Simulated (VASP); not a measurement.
**Pd: single point with r2SCAN**

The system is Pd.

```
CELL_PARAMETERS angstrom
0.00000 2.98013 2.98013
2.98013 0.00000 2.98013
2.98013 2.98013 0.00000
ATOMIC_POSITIONS crystal
Pd 0.12500 0.12500 0.12500
Pd 0.87500 0.87500 0.87500
```

This isn't the form of Pd at room conditions, which is fcc.

```yaml
Program: VASP 6.6.1
Task: single point
Functional: r2SCAN
Potentials_or_basis: VASP PAW PBE potentials, release 64 (Pd)
Cutoff: 520 eV
k_mesh: 11 × 11 × 11
Occupations: fermi-dirac, width 0.1 eV
Spin: no spin polarisation
Dipole_correction: no
Further_INCAR_settings: ALGO = Normal; EDIFF = 1e-06; NBANDS = 17
```

```yaml
Pressure: -6.4 GPa
Band_gap_on_the_k_mesh: zero (bands 10 and 11 overlap by 0.32 eV)
```

Levels at points of the mesh, in eV from the Fermi level:
| k point | band 6 | band 7 | band 8 | band 9 | band 10 | band 11 | band 12 | band 13 | band 14 | band 15 |
| --- | --- | --- | --- | --- | --- | --- | --- | --- | --- | --- |
| (0.00, 0.00, 0.00) | -2.97 | -1.19 | -1.19 | -1.19 | -0.23 | -0.23 | 11.40 | 11.40 | 11.40 | 11.87 |

Wall time 2.9 min on 1 thread of Intel Xeon 8259CL, with other jobs on the host, peak memory 0.21 GiB.

Caveat: the cell stands under tension; the PAW data sets were made with another functional, which shifts forces and pressure a little.
